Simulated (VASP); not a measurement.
Here is a VASP 6.6.1 calculation.

Contents of INCAR:

```
SYSTEM = Co
PREC = Accurate
ENCUT = 520
EDIFF = 1E-6
ISMEAR = 0
SIGMA = 0.1
LREAL = .FALSE.
LASPH = .TRUE.
NELM = 60
ALGO = Normal
ISIF = 2
LWAVE = .FALSE.
LCHARG = .TRUE.
GGA = PS
LELF = .TRUE.
LVHAR = .TRUE.
NBANDS = 20
```

Contents of KPOINTS:

```
Automatic mesh
0
G
  6 6 6
  0 0 0
```

File POSCAR:

```
Co
1.0
    3.8470883069      0.0000000000      0.0000000000
   -1.9235441535      3.3316762044      0.0000000000
    0.0000000000      0.0000000000      2.3668861341
Co
3
Direct
    0.3333635528      0.0000000000      0.3333333333
    0.0000000000      0.3333635528      0.6666666667
    0.6666364472      0.6666364472      0.0000000000
```

Potentials or basis: VASP PAW PBE potentials, release 64 (Co).

Launch:

```bash
$ cat potpaw_PBE.64/Co/POTCAR > POTCAR
$ mpirun -np 1 vasp_std > vasp.out
```

What does it give for the pressure?

-0.8 GPa.

What does it give for the band gap on the k mesh?

Zero (an odd number of electrons rules out a gap without spin polarisation).

Stress tensor (GPa, compression positive):
```
-0.76  0.00  0.00
 0.00 -0.76  0.00
 0.00  0.00 -0.88
```

Caveat: the k points lie up to 0.44 Å⁻¹ apart, too coarse for converged energies and pressures of a metal; the PAW data sets were made with another functional, which shifts forces and pressure a little; the run has no spin polarisation, though such a crystal can be magnetic. Spin polarisation is off, so any magnetic state and its effect on volume and gap are missing.
